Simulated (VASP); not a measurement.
# KAl2As2 (P-6m2) in VASP: relaxation of cell and atoms with PBE

Aim: the relaxation of cell and atoms of KAl2As2 with PBE.

Everything below comes from runs of VASP 6.6.1. Logs are shortened: lines on timing, memory, paths and dates and some standing lists are left out, and cuts for length are marked.

## Step 1: The cell of the first run

The structure is hexagonal, space group P-6m2 (No. 187). The conventional cell has a = 4.031 Å, b = 4.031 Å, c = 9.674 Å, α = 90.00°, β = 90.00°, γ = 120.00°. K (site symmetry -6m2) has 2 Al at 3.47 Å and 6 As at 3.49 Å and 6 K at 4.03 Å within 4.6 Å. Al (site symmetry 3m) has 3 As at 2.48 Å and 1 Al at 2.74 Å within 3.3 Å. Within 3.3 Å of As (site symmetry 3m) lie 3 Al at 2.48 Å.

## Step 2: Relaxation of cell and atoms, PBE

INCAR

```
  ALGO = Fast
  EDIFF = 1E-6
  EDIFFG = -0.01
  ENCUT = 600
  GGA = PE
  IBRION = 2
  ISIF = 3
  ISMEAR = 0
  LASPH = T
  LCHARG = F
  LREAL = F
  LWAVE = F
  NELM = 60
  NSW = 100
  PREC = Accurate
  SIGMA = 0.1
```

KPOINTS

```
k-points
0
Gamma
  12 12 4
```

POSCAR

```
KAl2As2
1.0
    4.0312525702      0.0000000000      0.0000000000
   -2.0156262851      3.4911671348      0.0000000000
    0.0000000000      0.0000000000      9.6736001049
K Al As
1 2 2
Direct
    0.3333333333      0.6666666667      0.5000000000
    0.3333333333      0.6666666667      0.8586022207
    0.3333333333      0.6666666667      0.1413977793
    0.0000000000      0.0000000000      0.7691016040
    0.0000000000      0.0000000000      0.2308983960
```

Potentials or basis: VASP PAW PBE potentials, release 64 (K_sv, Al, As).

On the command line:

```sh
cat potpaw_PBE.64/K_sv/POTCAR potpaw_PBE.64/Al/POTCAR potpaw_PBE.64/As/POTCAR > POTCAR
mpirun -np 1 vasp_std > vasp.out
```

OUTCAR:

```text
EDIFF = 1E-6
   EDIFFG = -0.01
   ENCUT = 600
   GGA = PE
   IBRION = 2
   ISIF = 3
   ISMEAR = 0
   LASPH = T
   LREAL = F
   NELM = 60
   NSW = 100
   PREC = Accurate

 ion  position               nearest neighbor table
   1  0.333  0.667  0.500-   2 3.47   3 3.47
   2  0.333  0.667  0.859-   4 2.48   4 2.48   4 2.48   3 2.74   1 3.47
   3  0.333  0.667  0.141-   5 2.48   5 2.48   5 2.48   2 2.74   1 3.47
   4  0.000  0.000  0.769-   2 2.48   2 2.48   2 2.48
   5  0.000  0.000  0.231-   3 2.48   3 2.48   3 2.48

  LATTYP: Found a hexagonal cell.
 ALAT       =     4.0312525702
 C/A-ratio  =     2.3996512093

  Lattice vectors:

 A1 = (   4.0312525702,   0.0000000000,   0.0000000000)
 A2 = (  -2.0156262851,   3.4911671348,   0.0000000000)
 A3 = (   0.0000000000,   0.0000000000,   9.6736001049)

Analysis of symmetry for initial positions (statically):
=====================================================================
 Subroutine PRICEL returns:
 Original cell was already a primitive cell.

 Routine SETGRP: Setting up the symmetry group for a
 hexagonal supercell.

 Subroutine GETGRP returns: Found 12 space group operations
 (whereof 12 operations were pure point group operations)
 out of a pool of 24 trial point group operations.

The static configuration has the point symmetry D_3h.

Analysis of symmetry for dynamics (positions and initial velocities):
=====================================================================
 Subroutine PRICEL returns:
 Original cell was already a primitive cell.

 Routine SETGRP: Setting up the symmetry group for a
 hexagonal supercell.

 Subroutine GETGRP returns: Found 12 space group operations
 (whereof 12 operations were pure point group operations)
 out of a pool of 24 trial point group operations.

The dynamic configuration has the point symmetry D_3h.

 Subroutine INISYM returns: Found 12 space group operations
 (whereof 12 operations are pure point group operations),
 and found     1 'primitive' translations

----------------------------------------------------------------------------------------

                                     Primitive cell

  volume of cell :     136.1441

  direct lattice vectors                    reciprocal lattice vectors
     4.031252570  0.000000000  0.000000000     0.248061857  0.143218580  0.000000000
    -2.015626285  3.491167135  0.000000000     0.000000000  0.286437160  0.000000000
     0.000000000  0.000000000  9.673600105     0.000000000  0.000000000  0.103374131

  length of vectors
     4.031252570  4.031252570  9.673600105     0.286437160  0.286437160  0.103374131

  position of ions in fractional coordinates (direct lattice)
     0.333333333  0.666666667  0.500000000
     0.333333333  0.666666667  0.858602221
     0.333333333  0.666666667  0.141397779
     0.000000000  0.000000000  0.769101604
     0.000000000  0.000000000  0.230898396

  ion indices of the primitive-cell ions
   primitive index   ion index
                 1           1
                 2           2
                 3           3
                 4           4
                 5           5

----------------------------------------------------------------------------------------

 KPOINTS: k-points

Automatic generation of k-mesh.
 Grid dimensions read from file:
 generate k-points for:   12   12    4

 Generating k-lattice:

  Cartesian coordinates                     Fractional coordinates (reciprocal lattice)
     0.020671821  0.011934882  0.000000000     0.083333333  0.000000000  0.000000000
     0.000000000  0.023869763  0.000000000     0.000000000  0.083333333  0.000000000
     0.000000000  0.000000000  0.025843533     0.000000000  0.000000000  0.250000000

  Length of vectors
     0.023869763  0.023869763  0.025843533

  Shift w.r.t. Gamma in fractional coordinates (k-lattice)
     0.000000000  0.000000000  0.000000000

 Subroutine IBZKPT returns following result:
 ===========================================

 Found     57 irreducible k-points:

 Following reciprocal coordinates:
            Coordinates               Weight
  0.000000  0.000000  0.000000      1.000000
  0.083333  0.000000  0.000000      6.000000
  0.166667  0.000000  0.000000      6.000000
  0.250000  0.000000  0.000000      6.000000
  0.333333  0.000000  0.000000      6.000000
  0.416667  0.000000  0.000000      6.000000
[... 16 lines left out ...]
  0.250000  0.000000  0.250000     12.000000
  0.333333  0.000000  0.250000     12.000000
 [... further k-points ...]
   k-points           NKPTS =     57   k-points in BZ     NKDIM =     57   number of bands    NBANDS=     16
   number of dos      NEDOS =    301   number of ions     NIONS =      5
   total plane-waves  NPLWV =  81920
   dimension x,y,z NGX =    32 NGY =   32 NGZ =   80
   dimension x,y,z NGXF=    64 NGYF=   64 NGZF=  160
   ions per type =               1   2   2
   NGX,Y,Z   is equivalent  to a cutoff of  13.20, 13.20, 13.75 a.u.
   NGXF,Y,Z  is equivalent  to a cutoff of  26.39, 26.39, 27.50 a.u.
 SYSTEM =  unknown system
   PREC   = accura    normal or accurate (medium, high low for compatibility)
   ISTART =      0    job   : 0-new  1-cont  2-samecut
   ICHARG =      2    charge: 1-file 2-atom 10-const
   ISPIN  =      1    spin polarized calculation?
   LNONCOLLINEAR =      F non collinear calculations
   LSORBIT =      F    spin-orbit coupling
   LASPH  =      T    aspherical Exc in radial PAW
   ENCUT  =  600.0 eV  44.10 Ry    6.64 a.u.   8.05  8.05 19.32*2*pi/ulx,y,z
   NELM   =     60;   NELMIN=  2; NELMDL= -5     # of ELM steps
   EDIFF  = 0.1E-05   stopping-criterion for ELM
   LREAL  =      F    real-space projection
   EDIFFG = -.1E-01   stopping-criterion for IOM
   NSW    =    100    number of steps for IOM
   IBRION =      2    ionic relax: 0-MD 1-quasi-New 2-CG
   NFREE  =      1    steps in history (QN), initial steepest desc. (CG)
   ISIF   =      3    stress and relaxation
   ISYM   =      2    0-nonsym 1-usesym 2-fastsym
   POTIM  = 0.5000    time-step for ionic-motion
   TEBEG  =    0.0;   TEEND  =   0.0 temperature during run
   PSTRESS=    0.0 pullay stress
   NELECT =      25.0000    total number of electrons
   NUPDOWN=      -1.0000    fix difference up-down
   EMIN   =  10.00;   EMAX   =-10.00  energy-range for DOS
   EFERMI =   0.00;   METHOD = LEGACY
   ISMEAR =     0;   SIGMA  =   0.10  broadening in eV -4-tet -1-fermi 0-gaus
   EFERMI_NEDOS =   21; number of points for ismear=-14 and -15
   IALGO  =     68    algorithm
   IMIX   =      4    mixing-type and parameters
     AMIX     =   0.40;   BMIX     =  1.00
     AMIX_MAG =   1.60;   BMIX_MAG =  1.00
  volume/ion in A,a.u.               =      27.23       183.75
  Fermi-wavevector in a.u.,A,eV,Ry     =   0.930512  1.758412 11.780636  0.865852
  Thomas-Fermi vector in A             =   2.056908
   LORBIT       =      0    0 simple, 1 ext, 2 COOP (PROOUT), +10 PAW based schemes
   GGA     = PE    functional components
   LHFCALC =     F    Hartree Fock is set to
   AEXX    =    0.0000 exact exchange contribution
   IVDW    =     0    specifies the selected vdW correction
   LEPSILON=     F    determine dielectric tensor
   LRPA    =     F    only Hartree local field effects (RPA)
 conjugate gradient relaxation of ions
 non-spin polarized calculation
 RMM-DIIS sequential band-by-band and
 Gauss-broadening in eV      SIGMA  =   0.10
  energy-cutoff  :      600.00
  volume of cell :      136.14
 maximum number of plane-waves:      4566
   NGX = 17   NGY = 17   NGZ = 39

--------------------------------------- Ionic step        1  -------------------------------------------

 number of electron      24.9999999 magnetization

 Free energy of the ion-electron system (eV)
  ---------------------------------------------------
  ext. energy  EPLUGINS =         0.00000000
  ---------------------------------------------------
  free energy    TOTEN  =       -19.61940811 eV

  energy without entropy =      -19.61474347  energy(sigma->0) =      -19.61707579

------------------------ aborting loop because EDIFF is reached ----------------------------------------

  FORCE on cell =-STRESS in cart. coord.  units (eV):
  Direction    XX          YY          ZZ          XY          YZ          ZX
  --------------------------------------------------------------------------------------
  -------------------------------------------------------------------------------------
  Total        0.0224921      0.0224921     -0.0867998      0.0000000      0.0000000      0.0000000
  in kB        0.2646921      0.2646921     -1.0214821      0.0000000      0.0000000      0.0000000
  external PRESSURE =      -0.1640326 kB  Pullay stress =       0.0000000 kB

 VOLUME and BASIS-vectors are now :
 -----------------------------------------------------------------------------
  energy-cutoff  :      600.00
  volume of cell :      136.14
      direct lattice vectors                 reciprocal lattice vectors
     4.031252570  0.000000000  0.000000000     0.248061857  0.143218580  0.000000000
    -2.015626285  3.491167135  0.000000000     0.000000000  0.286437160  0.000000000
     0.000000000  0.000000000  9.673600105     0.000000000  0.000000000  0.103374131
[... 40 lines left out ...]
 POSITION                                       TOTAL-FORCE (eV/Angst)
 -----------------------------------------------------------------------------------
     -0.00000      2.32795      4.83275         0.000000      0.000000      0.000000
     -0.00000      2.32795      8.30061        -0.000000      0.000000      0.013548
     -0.00000      2.32795      1.36489        -0.000000     -0.000000     -0.013548
      2.01606      3.49192      7.43324         0.000000     -0.000000     -0.001988
      2.01606      3.49192      2.23226         0.000000      0.000000      0.001988
 -----------------------------------------------------------------------------------
    total drift:                                0.000000     -0.000000     -0.000000

  FREE ENERGIE OF THE ION-ELECTRON SYSTEM (eV)
  ---------------------------------------------------
  free  energy   TOTEN  =       -19.6195511045 eV

  energy  without entropy=      -19.6149048555  energy(sigma->0) =      -19.61722798

--------------------------------------- Ionic step        3  -------------------------------------------

 number of electron      24.9999999 magnetization

 Free energy of the ion-electron system (eV)
  ---------------------------------------------------
  ext. energy  EPLUGINS =         0.00000000
  ---------------------------------------------------
  free energy    TOTEN  =       -19.61956252 eV

  energy without entropy =      -19.61492274  energy(sigma->0) =      -19.61724263

 E-fermi :   2.5846     XC(G=0):  -8.3531

 val. band max:        2.5254312362   @ k =   0.3333   0.0833   0.5000
 cond. band min:       2.6328245644   @ k =   0.2500   0.1667   0.0000
 fundamental gap:      0.1073933282
 Fermi energy:         2.5845508777

 k-point     1 :       0.0000    0.0000    0.0000
  band No.  band energies     occupation
      1     -28.1751      2.00000
      2     -11.6995      2.00000
      3     -11.6087      2.00000
      4     -11.6087      2.00000
      5      -8.4971      2.00000
      6      -8.1640      2.00000
[... 8 lines left out ...]
     15       4.9046      0.00000
     16       6.4187      0.00000
[... 419 lines left out ...]
 k-point    24 :       0.3333    0.0000    0.2500
  band No.  band energies     occupation
      1     -28.1599      2.00000
      2     -11.7922      2.00000
      3     -11.6487      2.00000
      4     -11.6406      2.00000
      5      -7.6896      2.00000
      6      -7.5201      2.00000
[... 8 lines left out ...]
     15       5.1904      0.00000
     16       5.9180      0.00000

 [... further k-points ...]

------------------------ aborting loop because EDIFF is reached ----------------------------------------

  FORCE on cell =-STRESS in cart. coord.  units (eV):
  Direction    XX          YY          ZZ          XY          YZ          ZX
  --------------------------------------------------------------------------------------
  -------------------------------------------------------------------------------------
  Total       -0.0266043     -0.0266043      0.0019246      0.0000000      0.0000000      0.0000000
  in kB       -0.3132602     -0.3132602      0.0226622      0.0000000      0.0000000      0.0000000
  external PRESSURE =      -0.2012861 kB  Pullay stress =       0.0000000 kB

 VOLUME and BASIS-vectors are now :
 -----------------------------------------------------------------------------
  energy-cutoff  :      600.00
  volume of cell :      136.07
      direct lattice vectors                 reciprocal lattice vectors
     4.032454119  0.000000000  0.000000000     0.247987942  0.143175905 -0.000000000
    -2.016227060  3.492207707  0.000000000     0.000000000  0.286351811 -0.000000000
     0.000000000  0.000000000  9.662473072    -0.000000000 -0.000000000  0.103493173

 POSITION                                       TOTAL-FORCE (eV/Angst)
 -----------------------------------------------------------------------------------
     -0.00000      2.32814      4.83124        -0.000000      0.000000     -0.000000
     -0.00000      2.32814      8.29868         0.000000      0.000000      0.004682
     -0.00000      2.32814      1.36379         0.000000     -0.000000     -0.004682
      0.00000      0.00000      7.43072         0.000000      0.000000      0.001070
      0.00000      0.00000      2.23175         0.000000     -0.000000     -0.001070
 -----------------------------------------------------------------------------------
    total drift:                                0.000000     -0.000000     -0.000000

  FREE ENERGIE OF THE ION-ELECTRON SYSTEM (eV)
  ---------------------------------------------------
  free  energy   TOTEN  =       -19.6195625193 eV

  energy  without entropy=      -19.6149227397  energy(sigma->0) =      -19.61724263

 reached required accuracy - stopping structural energy minimisation
```

Run time: 3.6 min. Hardware: 1 thread of Intel Xeon Platinum 8488C (Sapphire Rapids), shared host; peak memory 0.4 GiB.

What came out:

```yaml
Free_energy: -19.6196 eV
Relaxed_volume: 27.21 Å³/atom
Relaxed_cell: a = 4.032 Å, b = 4.032 Å, c = 9.662 Å, α = 90.00°, β = 90.00°, γ = 120.00°
Space_group_after_relaxing_to_0.1_Å: P-6m2 (No. 187)
Energy_gained_by_relaxing: 0.0 meV/atom
Ionic_steps: 3
Pressure_after_relaxing: 0.0 GPa
Largest_force_after_relaxing: 0.005 eV/Å
Band_gap_on_the_k_mesh: zero (an odd number of electrons rules out a gap without spin polarisation)
```

Forces on the atoms (eV/Å):
```
K    0.000  0.000  0.000
Al   0.000  0.000  0.005
Al   0.000  0.000 -0.005
As   0.000  0.000  0.001
As   0.000  0.000 -0.001
```

Step by step:
| step | energy change (eV) | largest force (eV/Å) | pressure (GPa) | volume (Å³) |
| --- | --- | --- | --- | --- |
| 1 | 0.0000 | 0.0372 | -0.02 | 136.14 |
| 2 | -0.0001 | 0.0135 | -0.02 | 136.09 |
| 3 | -0.0002 | 0.0047 | -0.02 | 136.07 |

Final structure:
```
K Al As
1.0
     4.03245    0.00000    0.00000
    -2.01623    3.49221    0.00000
     0.00000    0.00000    9.66247
K Al As
1 2 2
Direct
  0.33333 0.66667 0.50000
  0.33333 0.66667 0.85886
  0.33333 0.66667 0.14114
  0.00000 0.00000 0.76903
  0.00000 0.00000 0.23097
```

Levels at points of the mesh, in eV from the Fermi level:
```
           k point  band 10  band 11  band 12  band 13  band 14  band 15
(0.00, 0.00, 0.00)    -0.43    -0.27    -0.26    -0.26     2.19     2.32
(0.50, 0.00, 0.00)    -1.59    -1.38    -0.76    -0.67     1.75     2.39
(0.00, 0.00, 0.50)    -0.43    -0.25    -0.25     0.85     1.84     2.63
(0.50, 0.00, 0.50)    -1.63    -1.34    -1.00    -0.62     1.93     2.13
```
